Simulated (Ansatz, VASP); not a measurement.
InSb in VASP and in Ansatz

```
In Sb
1.0
     5.35700    0.00000    0.00000
     0.00000    5.71200    0.00000
     0.00000    0.00000    3.06300
In Sb
2 2
Cartesian
  0.0000 0.0000 0.5276
  2.6785 2.8560 -0.5276
  2.6785 0.0000 2.1899
  0.0000 2.8560 0.8731
```

Alike in both runs: task electric field gradients; functional PBEsol; k mesh 9 × 8 × 15; occupations fermi-dirac, width 0.05 eV; no spin polarisation.

|  | VASP | Ansatz |
| --- | --- | --- |
| version | VASP 6.6.1 | Ansatz 0.2.0 |
| potentials or method | VASP PAW PBE potentials, release 64 (In_d, Sb) | plane-wave PAW, scalar-relativistic |
| plane-wave cutoff (eV) | 520 | 420 |
| valence electrons in the cell | 36 | 56 |

```tsv
	VASP	Ansatz	Ansatz less VASP
pressure (GPa)	9.8	9.7	-0.10
traceless stress, the component that is largest in VASP (GPa)	-1.01	-1.00	+0.007
rms of the force components (eV/Å)	0.005	0.005	+0.0006
size of Vzz on the site where it differs most (V/Å²)	112.3	117.3	+4.97
```

VASP's potentials were made for PBE, not for PBEsol. Atom by atom the forces differ by 0.001 eV/Å (rms over components). One of these differences is far larger than is usual between the two programs; its cause wasn't traced. VASP's potentials hold 36 valence electrons a cell and Ansatz's 56, so a difference there can come from the potentials and not from the codes.

Neither program's run includes spin-orbit coupling.
